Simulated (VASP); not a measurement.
# CoSi2 (AlB2 type) (P6/mmm) in VASP: relaxation of cell and atoms with PBE

Aim: the relaxation of cell and atoms of CoSi2 (AlB2 type) with PBE.

Everything below comes from runs of VASP 6.6.1. Logs are shortened: lines on timing, memory, paths and dates and some standing lists are left out, and cuts for length are marked.

## (1) The cell of the first run

Symmetry: P6/mmm, No. 191, hexagonal system. The conventional cell has a = 4.138 Å, b = 4.138 Å, c = 4.552 Å, α = 90.00°, β = 90.00°, γ = 120.00°. Within 4.3 Å of Co (site symmetry 6/mmm) lie 12 Si at 3.30 Å and 6 Co at 4.14 Å. Within 3.2 Å of Si (site symmetry -6m2) lie 3 Si at 2.39 Å.

## (2) Relaxation of cell and atoms, PBE

Input file INCAR:

```
SYSTEM = CoSi2
  PREC = Accurate
  ENCUT = 600
  EDIFF = 1E-7
  ISMEAR = -1
  SIGMA = 0.08
  LREAL = .FALSE.
  LASPH = .TRUE.
  NELM = 60
  ALGO = Normal
  ISIF = 3
  LWAVE = .FALSE.
  LCHARG = .FALSE.
  GGA = PE
  IBRION = 2
  NSW = 60
  EDIFFG = -0.005
```

Input file KPOINTS:

```
Automatic mesh
0
G
  10 10 8
  0 0 0
```

Input file POSCAR:

```
CoSi2
1.0
    4.1378098093      0.0000000000      0.0000000000
   -2.0689049047      3.5834484109      0.0000000000
    0.0000000000      0.0000000000      4.5515907902
Co Si
1 2
Direct
    0.0000000000      0.0000000000      0.0000000000
    0.3333333333      0.6666666667      0.5000000000
    0.6666666667      0.3333333333      0.5000000000
```

Potentials or basis: VASP PAW PBE potentials, release 64 (Co, Si).

Launch:

```console
$ cat potpaw_PBE.64/Co/POTCAR potpaw_PBE.64/Si/POTCAR > POTCAR
$ mpirun -np 1 vasp_std > vasp.out
```

OUTCAR:

```text
SYSTEM = CoSi2
   PREC = Accurate
   ENCUT = 600
   EDIFF = 1E-7
   ISMEAR = -1
   LREAL = .FALSE.
   LASPH = .TRUE.
   NELM = 60
   ISIF = 3
   GGA = PE
   IBRION = 2
   NSW = 60
   EDIFFG = -0.005

 ion  position               nearest neighbor table
   1  0.000  0.000  0.000-
   2  0.333  0.667  0.500-   3 2.39   3 2.39   3 2.39
   3  0.667  0.333  0.500-   2 2.39   2 2.39   2 2.39

  LATTYP: Found a hexagonal cell.
 ALAT       =     4.1378098093
 C/A-ratio  =     1.1000000000

  Lattice vectors:

 A1 = (   4.1378098093,   0.0000000000,   0.0000000000)
 A2 = (  -2.0689049047,   3.5834484109,   0.0000000000)
 A3 = (   0.0000000000,   0.0000000000,   4.5515907902)

Analysis of symmetry for initial positions (statically):
=====================================================================
 Subroutine PRICEL returns:
 Original cell was already a primitive cell.

 Routine SETGRP: Setting up the symmetry group for a
 hexagonal supercell.

 Subroutine GETGRP returns: Found 24 space group operations
 (whereof 24 operations were pure point group operations)
 out of a pool of 24 trial point group operations.

The static configuration has the point symmetry D_6h.

Analysis of symmetry for dynamics (positions and initial velocities):
=====================================================================
 Subroutine PRICEL returns:
 Original cell was already a primitive cell.

 Routine SETGRP: Setting up the symmetry group for a
 hexagonal supercell.

 Subroutine GETGRP returns: Found 24 space group operations
 (whereof 24 operations were pure point group operations)
 out of a pool of 24 trial point group operations.

The dynamic configuration has the point symmetry D_6h.

 Subroutine INISYM returns: Found 24 space group operations
 (whereof 24 operations are pure point group operations),
 and found     1 'primitive' translations

----------------------------------------------------------------------------------------

                                     Primitive cell

  volume of cell :      67.4893

  direct lattice vectors                    reciprocal lattice vectors
     4.137809809  0.000000000  0.000000000     0.241673747  0.139530403  0.000000000
    -2.068904905  3.583448411  0.000000000     0.000000000  0.279060805  0.000000000
     0.000000000  0.000000000  4.551590790     0.000000000  0.000000000  0.219703406

  length of vectors
     4.137809809  4.137809809  4.551590790     0.279060805  0.279060805  0.219703406

  position of ions in fractional coordinates (direct lattice)
     0.000000000  0.000000000  0.000000000
     0.333333333  0.666666667  0.500000000
     0.666666667  0.333333333  0.500000000

  ion indices of the primitive-cell ions
   primitive index   ion index
                 1           1
                 2           2
                 3           3

----------------------------------------------------------------------------------------

 KPOINTS: Automatic mesh

Automatic generation of k-mesh.
 Grid dimensions read from file:
 generate k-points for:   10   10    8

 Generating k-lattice:

  Cartesian coordinates                     Fractional coordinates (reciprocal lattice)
     0.024167375  0.013953040  0.000000000     0.100000000  0.000000000  0.000000000
     0.000000000  0.027906081  0.000000000     0.000000000  0.100000000  0.000000000
     0.000000000  0.000000000  0.027462926     0.000000000  0.000000000  0.125000000

  Length of vectors
     0.027906081  0.027906081  0.027462926

  Shift w.r.t. Gamma in fractional coordinates (k-lattice)
     0.000000000  0.000000000  0.000000000

 Subroutine IBZKPT returns following result:
 ===========================================

 Found     70 irreducible k-points:

 Following reciprocal coordinates:
            Coordinates               Weight
  0.000000  0.000000  0.000000      1.000000
  0.100000  0.000000  0.000000      6.000000
  0.200000  0.000000  0.000000      6.000000
  0.300000  0.000000  0.000000      6.000000
  0.400000  0.000000  0.000000      6.000000
  0.500000  0.000000  0.000000      3.000000
[... 16 lines left out ...]
  0.300000  0.100000  0.125000     24.000000
  0.400000  0.100000  0.125000     24.000000
 [... further k-points ...]
   k-points           NKPTS =     70   k-points in BZ     NKDIM =     70   number of bands    NBANDS=     12
   number of dos      NEDOS =    301   number of ions     NIONS =      3
   total plane-waves  NPLWV =  46656
   dimension x,y,z NGX =    36 NGY =   36 NGZ =   36
   dimension x,y,z NGXF=    72 NGYF=   72 NGZF=   72
   ions per type =               1   2
   NGX,Y,Z   is equivalent  to a cutoff of  14.46, 14.46, 13.15 a.u.
   NGXF,Y,Z  is equivalent  to a cutoff of  28.93, 28.93, 26.30 a.u.
 SYSTEM =  CoSi2
   PREC   = accura    normal or accurate (medium, high low for compatibility)
   ISTART =      0    job   : 0-new  1-cont  2-samecut
   ICHARG =      2    charge: 1-file 2-atom 10-const
   ISPIN  =      1    spin polarized calculation?
   LNONCOLLINEAR =      F non collinear calculations
   LSORBIT =      F    spin-orbit coupling
   LASPH  =      T    aspherical Exc in radial PAW
   ENCUT  =  600.0 eV  44.10 Ry    6.64 a.u.   8.26  8.26  9.09*2*pi/ulx,y,z
   NELM   =     60;   NELMIN=  2; NELMDL= -5     # of ELM steps
   EDIFF  = 0.1E-06   stopping-criterion for ELM
   LREAL  =      F    real-space projection
   EDIFFG = -.5E-02   stopping-criterion for IOM
   NSW    =     60    number of steps for IOM
   IBRION =      2    ionic relax: 0-MD 1-quasi-New 2-CG
   NFREE  =      1    steps in history (QN), initial steepest desc. (CG)
   ISIF   =      3    stress and relaxation
   ISYM   =      2    0-nonsym 1-usesym 2-fastsym
   POTIM  = 0.5000    time-step for ionic-motion
   TEBEG  =    0.0;   TEEND  =   0.0 temperature during run
   PSTRESS=    0.0 pullay stress
   NELECT =      17.0000    total number of electrons
   NUPDOWN=      -1.0000    fix difference up-down
   EMIN   =  10.00;   EMAX   =-10.00  energy-range for DOS
   EFERMI =   0.00;   METHOD = LEGACY
   ISMEAR =    -1;   SIGMA  =   0.08  broadening in eV -4-tet -1-fermi 0-gaus
   EFERMI_NEDOS =   21; number of points for ismear=-14 and -15
   IALGO  =     38    algorithm
   IMIX   =      4    mixing-type and parameters
     AMIX     =   0.40;   BMIX     =  1.00
     AMIX_MAG =   1.60;   BMIX_MAG =  1.00
  volume/ion in A,a.u.               =      22.50       151.81
  Fermi-wavevector in a.u.,A,eV,Ry     =   1.033902  1.953792 14.544002  1.068954
  Thomas-Fermi vector in A             =   2.168172
   LORBIT       =      0    0 simple, 1 ext, 2 COOP (PROOUT), +10 PAW based schemes
   GGA     = PE    functional components
   LHFCALC =     F    Hartree Fock is set to
   AEXX    =    0.0000 exact exchange contribution
   IVDW    =     0    specifies the selected vdW correction
   LEPSILON=     F    determine dielectric tensor
   LRPA    =     F    only Hartree local field effects (RPA)
 conjugate gradient relaxation of ions
 non-spin polarized calculation
  energy-cutoff  :      600.00
  volume of cell :       67.49
 maximum number of plane-waves:      2274
 NGX is ok and might be reduce to    36
   NGX = 17   NGY = 17   NGZ = 19

--------------------------------------- Ionic step        1  -------------------------------------------

 number of electron      16.9999999 magnetization

 Free energy of the ion-electron system (eV)
  ---------------------------------------------------
  ext. energy  EPLUGINS =         0.00000000
  ---------------------------------------------------
  free energy    TOTEN  =       -13.70072297 eV

  energy without entropy =      -13.52934101  energy(sigma->0) =      -13.61503199

 E-fermi :   4.4093     XC(G=0):  -9.3106

 val. band max:        4.4081310039   @ k =   0.5000   0.0000   0.3750
 cond. band min:       4.4129760560   @ k =   0.4000   0.1000   0.2500
 fundamental gap:      0.0048450521
 Fermi energy:         4.4092693016

 k-point     1 :       0.0000    0.0000    0.0000
  band No.  band energies     occupation
      1      -6.5910      2.00000
      2       1.9083      2.00000
      3       2.2763      2.00000
      4       2.2763      2.00000
      5       3.3891      1.99999
      6       3.9625      1.99251
      7       4.0930      1.96234
      8       4.0930      1.96234
      9       4.3734      1.22029
     10       4.3734      1.22029
     11       4.7669      0.02263
     12       6.1639      0.00000
[... 807 lines left out ...]
 k-point    24 :       0.4000    0.1000    0.1250
  band No.  band energies     occupation
      1      -1.3228      2.00000
      2       0.4006      2.00000
      3       4.2537      2.00000
      4       7.1185      2.00000
      5       7.2415      2.00000
      6       8.5142      2.00000
      7       8.7843      1.99986
      8       8.9054      1.99935
      9      10.1862      0.00069
     10      11.1407      0.00000
     11      11.9773      0.00000
     12      15.5779      0.00000

 [... further k-points ...]

[... ionic steps 4 to 16 ...]

--------------------------------------- Ionic step       17  -------------------------------------------

 number of electron      16.9999999 magnetization

------------------------ aborting loop because EDIFF is reached ----------------------------------------

  FORCE on cell =-STRESS in cart. coord.  units (eV):
  Direction    XX          YY          ZZ          XY          YZ          ZX
  --------------------------------------------------------------------------------------
  -------------------------------------------------------------------------------------
  Total        0.0175427      0.0175427      0.0282846     -0.0000000     -0.0000000     -0.0000000
  in kB        0.7479708      0.7479708      1.2059768     -0.0000000     -0.0000000     -0.0000000
  external PRESSURE =       0.9006394 kB  Pullay stress =       0.0000000 kB
[... 59 lines left out ...]
  energy  without entropy=      -16.9223704026  energy(sigma->0) =      -16.95592798

--------------------------------------- Ionic step       19  -------------------------------------------

 number of electron      16.9999999 magnetization

 Free energy of the ion-electron system (eV)
  ---------------------------------------------------
  ext. energy  EPLUGINS =         0.00000000
  ---------------------------------------------------
  free energy    TOTEN  =       -16.98949111 eV

  energy without entropy =      -16.92234824  energy(sigma->0) =      -16.95591968

 E-fermi :  11.0273     XC(G=0): -12.0328

 val. band max:       11.0075945444   @ k =   0.4000   0.1000   0.5000
 cond. band min:      11.0280556285   @ k =   0.2000   0.0000   0.3750
 fundamental gap:      0.0204610841
 Fermi energy:        11.0273063637

 k-point     1 :       0.0000    0.0000    0.0000
  band No.  band energies     occupation
      1      -3.1587      2.00000
      2       5.6032      2.00000
      3       5.6032      2.00000
      4       6.6937      2.00000
      5       8.0310      2.00000
      6       9.3867      2.00000
      7       9.3867      2.00000
      8      10.5036      1.99713
      9      10.5036      1.99713
     10      11.4589      0.00904
     11      11.4589      0.00904
     12      14.5599      0.00000
[... 375 lines left out ...]
  FREE ENERGIE OF THE ION-ELECTRON SYSTEM (eV)
  ---------------------------------------------------
  free  energy   TOTEN  =       -16.9894911121 eV

  energy  without entropy=      -16.9223482381  energy(sigma->0) =      -16.95591968

 reached required accuracy - stopping structural energy minimisation
```

Wall time 6.2 min (1 thread of Intel Xeon 6975P-C (Granite Rapids), shared host); peak memory 0.26 GiB.

What came out:

```yaml
Free_energy: -16.9895 eV
Relaxed_volume: 12.53 Å³/atom
Relaxed_cell: a = 4.153 Å, b = 4.153 Å, c = 2.516 Å, α = 90.00°, β = 90.00°, γ = 120.00°
Space_group_after_relaxing_to_0.05_Å: P6/mmm (No. 191)
Energy_gained_by_relaxing: 1096.3 meV/atom
Ionic_steps: 19
Pressure_after_relaxing: 0.0 GPa
```

The path:
| step | energy change (eV) | largest force (eV/Å) | pressure (GPa) | volume (Å³) |
| --- | --- | --- | --- | --- |
| 1 | 0.0000 | 0.0000 | -15.10 | 67.49 |
| 2 | -1.2536 | 0.0000 | 0.29 | 48.82 |
| 3 | -1.2544 | 0.0000 | 0.75 | 48.56 |
| 4 | -2.0761 | 0.0000 | 3.33 | 42.47 |
| 5 | 4.5753 | 0.0000 | 212.51 | 24.23 |
| 6 | -2.2125 | 0.0000 | 4.62 | 41.23 |
| 7 | -2.7047 | 0.0000 | 29.15 | 32.94 |
| 8 | -3.0533 | 0.0000 | 20.96 | 33.64 |
| 9 | -3.0509 | 0.0000 | 20.12 | 33.87 |
| 10 | -3.0644 | 0.0000 | 20.21 | 33.80 |
| 11 | -3.2568 | 0.0000 | 6.86 | 36.04 |
| 12 | -3.2845 | 0.0000 | -0.88 | 37.82 |
| 13 | -3.2861 | 0.0000 | 0.37 | 37.49 |
| 14 | -3.2860 | 0.0000 | 0.69 | 37.41 |
| 15 | -3.2873 | 0.0000 | 0.51 | 37.46 |
| 16 | -3.2888 | 0.0000 | 0.08 | 37.58 |
| 17 | -3.2888 | 0.0000 | 0.09 | 37.58 |
| 18 | -3.2888 | 0.0000 | 0.10 | 37.57 |
| 19 | -3.2888 | 0.0000 | 0.01 | 37.60 |

Final structure:
```cif
data_structure
_symmetry_space_group_name_H-M 'P 1'
_symmetry_Int_Tables_number 1
_cell_length_a 4.1535
_cell_length_b 4.1535
_cell_length_c 2.5165
_cell_angle_alpha 90.000
_cell_angle_beta 90.000
_cell_angle_gamma 120.000
_cell_volume 37.60
loop_
_atom_site_label
_atom_site_type_symbol
_atom_site_fract_x
_atom_site_fract_y
_atom_site_fract_z
_atom_site_occupancy
Co1 Co 0.00000 0.00000 0.00000 1
Si1 Si 0.33333 0.66667 0.50000 1
Si2 Si 0.66667 0.33333 0.50000 1
```

Levels at points of the mesh, in eV from the Fermi level:
```tsv
k point	band 6	band 7	band 8	band 9	band 10	band 11	band 12
(0.00, 0.00, 0.00)	-1.64	-1.64	-0.52	-0.52	0.43	0.43	3.53
(0.50, 0.00, 0.00)	-1.99	-0.63	-0.55	-0.03	4.51	5.49	5.54
(0.00, 0.00, 0.50)	-1.92	-0.85	-0.85	-0.28	0.51	2.84	5.56
(0.50, 0.00, 0.50)	-1.27	-1.27	-0.50	0.57	0.78	0.80	1.67
```

Caveat: the volume moved by over 15 % at a fixed basis, so the end points are rough. Spin polarisation is off, so any magnetic state and its effect on volume and gap are missing.
